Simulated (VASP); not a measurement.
Set up this calculation in VASP 6.6.1, as the native input.

```
Task                   : single point
Functional             : PBE
Dispersion             : D3(BJ)
Potentials or basis    : VASP PAW PBE potentials, release 64 (Sn_d, Se)
Cutoff                 : 520 eV
k mesh                 : 10 × 10 × 10
Occupations            : gaussian, width 0.05 eV
Spin                   : no spin polarisation
Dipole correction      : no
Further INCAR settings : ALGO = Normal; EDIFF = 1e-07; NBANDS = 17
```

The structure of SnSe lies in POSCAR:

```
SnSe
1.0
    0.0000000000      3.0869055000      3.1772055000
    3.1772055000      0.0000000000      3.1772055000
    3.1772055000      3.0869055000      0.0000000000
Sn Se
1 1
Direct
   -0.0166112957      0.0166112957     -0.0166112957
    0.5166112957      0.4833887043      0.5166112957
```

These files were run (other wordings do the same):

INCAR

```
PREC = Accurate
ENCUT = 520
EDIFF = 1E-7
ISMEAR = 0
SIGMA = 0.05
LREAL = False
LASPH = True
NELM = 60
ALGO = Normal
ISIF = 2
LWAVE = False
LCHARG = True
GGA = PE
IVDW = 12
LELF = True
LVHAR = True
NBANDS = 17
```

KPOINTS

```
Automatic mesh
0
Gamma
  10 10 10
```

Potentials or basis: VASP PAW PBE potentials, release 64 (Sn_d, Se).

The run is started by

```bash
$ cat potpaw_PBE.64/Sn_d/POTCAR potpaw_PBE.64/Se/POTCAR > POTCAR
$ mpirun -np 1 vasp_std > vasp.out
```

Results of the run:

| Property | Result |
| --- | --- |
| Pressure | -3.8 GPa |
| Largest force | 0.106 eV/Å |
| Band gap on the k mesh | 0.48 eV, direct |
| Dispersion energy per atom | -0.336 eV |

Caveat: spin-orbit coupling is left out, which moves the levels of the heavy elements.

Wall time 40 s on 1 thread of Intel(R) Xeon(R) 6975P-C (Granite Rapids), on a shared host, peak memory 0.28 GiB.
